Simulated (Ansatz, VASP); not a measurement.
**Two plane-wave programs on V**

```
V
1.0
     0.00000    1.90798    1.90798
     1.90798    0.00000    1.90798
     1.90798    1.90798    0.00000
V
1
Direct
  0.00000 0.00000 0.00000
```

Alike in both runs: functional PBE; k mesh 15 × 15 × 15; collinear spin.

Ansatz relaxed the structure, and its values are those at the end. VASP's run is a single point on that final structure, the one shown.

|  | VASP | Ansatz |
| --- | --- | --- |
| version | VASP 6.6.1 | Ansatz 0.2.0 |
| potentials or method | VASP PAW PBE potentials, release 64 (V_sv) | PAW with Ansatz's default frozen-core files, scalar-relativistic |
| plane-wave cutoff (eV) | 520 | 420 |
| occupations | methfessel-paxton of order 1, width 0.05 eV | cold, width 0.05 eV |
| valence electrons in the cell | 13 | 13 |

```tsv
	VASP	Ansatz	Ansatz less VASP
pressure (GPa)	0.2	0.0	-0.25
net moment per atom (μB)	0.00	0.00	0.000
```

Ansatz's warnings: seeded moment not kept.
